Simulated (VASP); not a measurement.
# TaN in VASP: further runs

The runs below take TaN through single point, with PBE.

Everything below comes from runs of VASP 6.6.1. Logs are shortened: lines on timing, memory, paths and dates and some standing lists are left out, and cuts for length are marked.

**1. The cell of the first run**

The structure is cubic, space group Fm-3m (No. 225). Conventional cell: a = 4.140 Å, b = 4.140 Å, c = 4.140 Å, α = 90.00°, β = 90.00°, γ = 90.00°. Within 2.7 Å of Ta (site symmetry m-3m) lie 6 N at 2.07 Å. Within 2.7 Å of N (site symmetry m-3m) lie 6 Ta at 2.07 Å.

**2. Single point, PBE (strain -0.050 along x and y, -0.050 along z)**

INCAR reads:

```
PREC = Accurate
ENCUT = 520
EDIFF = 1E-7
ISMEAR = 0
SIGMA = 0.15
LREAL = False
LASPH = True
NELM = 60
ALGO = Normal
ISIF = 2
LWAVE = False
LCHARG = True
GGA = PE
LELF = True
LVHAR = True
NBANDS = 15
```

KPOINTS reads:

```
Automatic mesh
0
Gamma
  18 18 18
```

POSCAR reads:

```
TaN
1.0
    0.0000000000      2.0700500000      2.0700500000
    2.0700500000      0.0000000000      2.0700500000
    2.0700500000      2.0700500000      0.0000000000
Ta N
1 1
Direct
    0.5000000000      0.5000000000      0.5000000000
    0.0000000000      0.0000000000      0.0000000000
```

Potentials or basis: VASP PAW PBE potentials, release 64 (Ta_pv, N).

The run is started by

```bash
cat potpaw_PBE.64/Ta_pv/POTCAR potpaw_PBE.64/N/POTCAR > POTCAR
mpirun -np 1 vasp_std > vasp.out
```

OUTCAR:

```text
PREC = Accurate
   ENCUT = 520
   EDIFF = 1E-7
   ISMEAR = 0
   LREAL = False
   LASPH = True
   NELM = 60
   ISIF = 2
   GGA = PE

 ion  position               nearest neighbor table
   1  0.500  0.500  0.500-   2 2.07   2 2.07   2 2.07   2 2.07   2 2.07   2 2.07
   2  0.000  0.000  0.000-   1 2.07   1 2.07   1 2.07   1 2.07   1 2.07   1 2.07

  LATTYP: Found a face centered cubic cell.
 ALAT       =     4.1401000000

  Lattice vectors:

 A1 = (   0.0000000000,   2.0700500000,   2.0700500000)
 A2 = (   2.0700500000,   0.0000000000,   2.0700500000)
 A3 = (   2.0700500000,   2.0700500000,   0.0000000000)

Analysis of symmetry for initial positions (statically):
=====================================================================
 Subroutine PRICEL returns:
 Original cell was already a primitive cell.

 Routine SETGRP: Setting up the symmetry group for a
 face centered cubic supercell.

 Subroutine GETGRP returns: Found 48 space group operations
 (whereof 48 operations were pure point group operations)
 out of a pool of 48 trial point group operations.

The static configuration has the point symmetry O_h .

Analysis of symmetry for dynamics (positions and initial velocities):
=====================================================================
 Subroutine PRICEL returns:
 Original cell was already a primitive cell.

 Routine SETGRP: Setting up the symmetry group for a
 face centered cubic supercell.

 Subroutine GETGRP returns: Found 48 space group operations
 (whereof 48 operations were pure point group operations)
 out of a pool of 48 trial point group operations.

The dynamic configuration has the point symmetry O_h .

 Subroutine INISYM returns: Found 48 space group operations
 (whereof 48 operations are pure point group operations),
 and found     1 'primitive' translations

----------------------------------------------------------------------------------------

                                     Primitive cell

  volume of cell :      17.7408

  direct lattice vectors                    reciprocal lattice vectors
     0.000000000  2.070050000  2.070050000    -0.241540059  0.241540059  0.241540059
     2.070050000  0.000000000  2.070050000     0.241540059 -0.241540059  0.241540059
     2.070050000  2.070050000  0.000000000     0.241540059  0.241540059 -0.241540059

  length of vectors
     2.927492785  2.927492785  2.927492785     0.418359655  0.418359655  0.418359655

  position of ions in fractional coordinates (direct lattice)
     0.500000000  0.500000000  0.500000000
     0.000000000  0.000000000  0.000000000

  ion indices of the primitive-cell ions
   primitive index   ion index
                 1           1
                 2           2

----------------------------------------------------------------------------------------

 KPOINTS: Automatic mesh

Automatic generation of k-mesh.
 Grid dimensions read from file:
 generate k-points for:   18   18   18

 Generating k-lattice:

  Cartesian coordinates                     Fractional coordinates (reciprocal lattice)
    -0.013418892  0.013418892  0.013418892     0.055555556  0.000000000  0.000000000
     0.013418892 -0.013418892  0.013418892     0.000000000  0.055555556  0.000000000
     0.013418892  0.013418892 -0.013418892     0.000000000  0.000000000  0.055555556

  Length of vectors
     0.023242203  0.023242203  0.023242203

  Shift w.r.t. Gamma in fractional coordinates (k-lattice)
     0.000000000  0.000000000  0.000000000

 Subroutine IBZKPT returns following result:
 ===========================================

 Found    195 irreducible k-points:

 Following reciprocal coordinates:
            Coordinates               Weight
  0.000000  0.000000  0.000000      1.000000
  0.055556  0.000000  0.000000      8.000000
  0.111111  0.000000  0.000000      8.000000
  0.166667  0.000000  0.000000      8.000000
  0.222222  0.000000  0.000000      8.000000
  0.277778  0.000000  0.000000      8.000000
[... 16 lines left out ...]
 -0.277778  0.055556  0.000000     24.000000
 -0.222222  0.055556  0.000000     24.000000
 [... further k-points ...]
   k-points           NKPTS =    195   k-points in BZ     NKDIM =    195   number of bands    NBANDS=     15
   number of dos      NEDOS =    301   number of ions     NIONS =      2
   total plane-waves  NPLWV =  13824
   dimension x,y,z NGX =    24 NGY =   24 NGZ =   24
   dimension x,y,z NGXF=    48 NGYF=   48 NGZF=   48
   ions per type =               1   1
   NGX,Y,Z   is equivalent  to a cutoff of  13.63, 13.63, 13.63 a.u.
   NGXF,Y,Z  is equivalent  to a cutoff of  27.26, 27.26, 27.26 a.u.
 SYSTEM =  unknown system
   PREC   = accura    normal or accurate (medium, high low for compatibility)
   ISTART =      0    job   : 0-new  1-cont  2-samecut
   ICHARG =      2    charge: 1-file 2-atom 10-const
   ISPIN  =      1    spin polarized calculation?
   LNONCOLLINEAR =      F non collinear calculations
   LSORBIT =      F    spin-orbit coupling
   LASPH  =      T    aspherical Exc in radial PAW
   ENCUT  =  520.0 eV  38.22 Ry    6.18 a.u.   5.44  5.44  5.44*2*pi/ulx,y,z
   NELM   =     60;   NELMIN=  2; NELMDL= -5     # of ELM steps
   EDIFF  = 0.1E-06   stopping-criterion for ELM
   LREAL  =      F    real-space projection
   EDIFFG = 0.1E-05   stopping-criterion for IOM
   NSW    =      0    number of steps for IOM
   IBRION =     -1    ionic relax: 0-MD 1-quasi-New 2-CG
   NFREE  =      0    steps in history (QN), initial steepest desc. (CG)
   ISIF   =      2    stress and relaxation
   ISYM   =      2    0-nonsym 1-usesym 2-fastsym
   POTIM  = 0.5000    time-step for ionic-motion
   TEBEG  =    0.0;   TEEND  =   0.0 temperature during run
   PSTRESS=    0.0 pullay stress
   NELECT =      16.0000    total number of electrons
   NUPDOWN=      -1.0000    fix difference up-down
   EMIN   =  10.00;   EMAX   =-10.00  energy-range for DOS
   EFERMI =   0.00;   METHOD = LEGACY
   ISMEAR =     0;   SIGMA  =   0.15  broadening in eV -4-tet -1-fermi 0-gaus
   EFERMI_NEDOS =   21; number of points for ismear=-14 and -15
   IALGO  =     38    algorithm
   IMIX   =      4    mixing-type and parameters
     AMIX     =   0.40;   BMIX     =  1.00
     AMIX_MAG =   1.60;   BMIX_MAG =  1.00
  volume/ion in A,a.u.               =       8.87        59.86
  Fermi-wavevector in a.u.,A,eV,Ry     =   1.581700  2.988979 34.038694  2.501773
  Thomas-Fermi vector in A             =   2.681735
   LORBIT       =      0    0 simple, 1 ext, 2 COOP (PROOUT), +10 PAW based schemes
   GGA     = PE    functional components
   LHFCALC =     F    Hartree Fock is set to
   AEXX    =    0.0000 exact exchange contribution
   IVDW    =     0    specifies the selected vdW correction
   LEPSILON=     F    determine dielectric tensor
   LRPA    =     F    only Hartree local field effects (RPA)
 non-spin polarized calculation
 Gauss-broadening in eV      SIGMA  =   0.15
  energy-cutoff  :      520.00
  volume of cell :       17.74
 maximum number of plane-waves:       531
 NGX is ok and might be reduce to    24
   NGX = 11   NGY = 11   NGZ = 11

 number of electron      16.0000001 magnetization

 Free energy of the ion-electron system (eV)
  ---------------------------------------------------
  ext. energy  EPLUGINS =         0.00000000
  ---------------------------------------------------
  free energy    TOTEN  =       -20.81727289 eV

  energy without entropy =      -20.80941050  energy(sigma->0) =      -20.81334169

 E-fermi :  11.7280     XC(G=0): -14.4698

 val. band max:       11.7207604079   @ k =   0.3889   0.0556   0.0000
 cond. band min:      11.7368058019   @ k =   0.2778   0.0556   0.0000
 fundamental gap:      0.0160453940
 Fermi energy:        11.7279733044

 k-point     1 :       0.0000    0.0000    0.0000
  band No.  band energies     occupation
      1     -23.6977      2.00000
      2     -23.6977      2.00000
      3     -23.6977      2.00000
      4      -8.6616      2.00000
      5       7.3689      2.00000
      6       7.3689      2.00000
      7       7.3689      2.00000
      8       9.0400      2.00000
      9       9.0400      2.00000
     10       9.0400      2.00000
     11      11.8173      0.39990
     12      11.8173      0.39990
     13      14.9759      0.00000
     14      21.1751      0.00000
     15      24.5125      0.00000

 k-point     2 :       0.0556    0.0000    0.0000
  band No.  band energies     occupation
      1     -23.7552      2.00000
      2     -23.7021      2.00000
      3     -23.7021      2.00000
      4      -8.5511      2.00000
      5       6.8824      2.00000
      6       7.0072      2.00000
      7       7.0072      2.00000
      8       9.2052      2.00000
      9       9.2052      2.00000
     10       9.3039      2.00000
     11      12.2241      0.00000
     12      12.2241      0.00000
     13      15.1946      0.00000
     14      21.4717      0.00000
     15      24.5125      0.00000

 k-point     3 :       0.1111    0.0000    0.0000
  band No.  band energies     occupation
      1     -23.9172      2.00000
      2     -23.7147      2.00000
      3     -23.7147      2.00000
      4      -8.2331      2.00000
      5       5.8873      2.00000
      6       6.2447      2.00000
      7       6.2447      2.00000
      8       9.5832      2.00000
      9       9.5832      2.00000
     10       9.7171      2.00000
     11      13.2303      0.00000
     12      13.2303      0.00000
     13      15.7825      0.00000
     14      22.3148      0.00000
     15      24.5121      0.00000

 k-point     4 :       0.1667    0.0000    0.0000
  band No.  band energies     occupation
      1     -24.1563      2.00000
      2     -23.7338      2.00000
      3     -23.7338      2.00000
      4      -7.7417      2.00000
      5       4.7491      2.00000
      6       5.4106      2.00000
      7       5.4106      2.00000
      8      10.1104      2.00000
      9      10.1205      2.00000
     10      10.1205      2.00000
     11      14.5345      0.00000
     12      14.5345      0.00000
     13      16.5805      0.00000
     14      23.5632      0.00000
     15      24.5117      0.00000
[... 307 lines left out ...]
 k-point    22 :      -0.3333    0.0556    0.0000
  band No.  band energies     occupation
      1     -25.0367      2.00000
      2     -23.8693      2.00000
      3     -23.7964      2.00000
      4      -5.5073      2.00000
      5       1.1705      2.00000
      6       3.1567      2.00000
      7       3.5308      2.00000
      8      11.8513      0.24476
      9      12.4001      0.00000
     10      13.5916      0.00000
     11      17.7831      0.00000
     12      18.8486      0.00000
     13      19.9240      0.00000
     14      24.4942      0.00000
     15      26.1379      0.00000

 k-point    23 :      -0.2778    0.0556    0.0000
  band No.  band energies     occupation
      1     -24.8043      2.00000
      2     -23.8501      2.00000
      3     -23.7694      2.00000
      4      -6.1742      2.00000
      5       2.0671      2.00000
      6       3.5814      2.00000
      7       4.0607      2.00000
      8      11.1189      2.00000
      9      11.5085      1.96147
     10      12.7691      0.00000
     11      16.8278      0.00000
     12      18.4664      0.00000
     13      18.6668      0.00000
     14      24.5022      0.00000
     15      26.1552      0.00000

 k-point    24 :      -0.2222    0.0556    0.0000
  band No.  band energies     occupation
      1     -24.5353      2.00000
      2     -23.8243      2.00000
      3     -23.7433      2.00000
      4      -6.8513      2.00000
      5       3.0727      2.00000
      6       4.1484      2.00000
      7       4.7070      2.00000
      8      10.5600      2.00000
      9      10.6930      2.00000
     10      11.9098      0.08649
     11      15.4801      0.00000
     12      17.2620      0.00000
     13      17.9284      0.00000
     14      24.5075      0.00000
     15      25.5092      0.00000

 [... further k-points ...]

------------------------ aborting loop because EDIFF is reached ----------------------------------------

  FORCE on cell =-STRESS in cart. coord.  units (eV):
  Direction    XX          YY          ZZ          XY          YZ          ZX
  --------------------------------------------------------------------------------------
  -------------------------------------------------------------------------------------
  Total       11.1208595     11.1208595     11.1208595      0.0000000     -0.0000000      0.0000000
  in kB     1004.3299999   1004.3299999   1004.3299999      0.0000000     -0.0000000      0.0000000
  external PRESSURE =    1004.3299999 kB  Pullay stress =       0.0000000 kB

 VOLUME and BASIS-vectors are now :
 -----------------------------------------------------------------------------
  energy-cutoff  :      520.00
  volume of cell :       17.74
      direct lattice vectors                 reciprocal lattice vectors
     0.000000000  2.070050000  2.070050000    -0.241540059  0.241540059  0.241540059
     2.070050000  0.000000000  2.070050000     0.241540059 -0.241540059  0.241540059
     2.070050000  2.070050000  0.000000000     0.241540059  0.241540059 -0.241540059

 POSITION                                       TOTAL-FORCE (eV/Angst)
 -----------------------------------------------------------------------------------
      2.07005      2.07005      2.07005         0.000000     -0.000000     -0.000000
      0.00000      0.00000      0.00000        -0.000000      0.000000      0.000000
 -----------------------------------------------------------------------------------
    total drift:                                0.000000     -0.000000     -0.000000

  FREE ENERGIE OF THE ION-ELECTRON SYSTEM (eV)
  ---------------------------------------------------
  free  energy   TOTEN  =       -20.8172728912 eV

  energy  without entropy=      -20.8094104969  energy(sigma->0) =      -20.81334169
```

Wall time 26 s (1 thread of Intel Xeon 6975P-C (Granite Rapids), shared host); peak memory 0.19 GiB.

Results:

| Property | Result |
| --- | --- |
| Free energy | -20.8173 eV |
| Pressure | 100.4 GPa |
| Band gap on the k mesh | zero (band 8 reaches 14.24 eV, above the bottom of band 9 at 9.04 eV) |

Levels at points of the mesh, in eV from the Fermi level:
```tsv
k point	band 5	band 6	band 7	band 8	band 9	band 10	band 11	band 12
(0.00, 0.00, 0.00)	-4.36	-4.36	-4.36	-2.69	-2.69	-2.69	0.09	0.09
(0.50, 0.00, 0.00)	-11.95	-9.01	-9.01	2.51	2.51	2.62	4.46	9.66
(0.50, 0.50, 0.00)	-6.86	-6.85	-5.01	-5.01	2.76	4.68	4.68	6.72
```

Caveat: the cell differs from its parent crystal (strain -0.050 along x and y, -0.050 along z); spin-orbit coupling is left out, which moves the levels of the heavy elements.

(Continued in part 2 of 2.)
